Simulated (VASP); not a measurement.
Runs of VASP 6.6.1 on Fe3Ge. Symmetry: Fm-3m, No. 225, cubic system. The conventional cell has a = 5.751 Å, b = 5.751 Å, c = 5.751 Å, α = 90.00°, β = 90.00°, γ = 90.00°. Fe (site symmetry m-3m) has 8 Fe at 2.49 Å and 6 Ge at 2.88 Å within 3.3 Å. Fe (site symmetry -43m) has 10 Fe at 2.49 to 2.88 Å and 4 Ge at 2.49 Å within 3.3 Å. Within 3.3 Å of Ge (site symmetry m-3m) lie 14 Fe at 2.49 to 2.88 Å. 

| smearing | gap on the mesh (eV) | pressure (GPa) | moment (μB) |
| --- | --- | --- | --- |
| methfessel-paxton 0.5 eV | none | (a) | 5.81 |
| methfessel-paxton 0.3 eV | none | -10.5 | 5.74 |
| methfessel-paxton 0.1 eV | none | (b) | 5.97 |
| methfessel-paxton 0.2 eV | none | -10.5 | 5.73 |

Alike in all rows: task single point; level PBEsol; potentials or basis VASP PAW PBE potentials, release 64 (Fe, Ge_d); spin collinear, ferromagnetic start; cell as given; k mesh 7 × 7 × 7; cutoff (eV) 520.

Estimate the missing entries.

(a) -10.4; (b) -9.5.

Caveats: the cell stands under tension; the PAW data sets were made with another functional, which shifts forces and pressure a little; so wide a smearing shifts energies and pressures (at least some runs).

A k mesh can miss the band edges, and the runs leave out spin-orbit coupling on Ge.

A gap of «none» marks levels without a gap at the run's occupations.
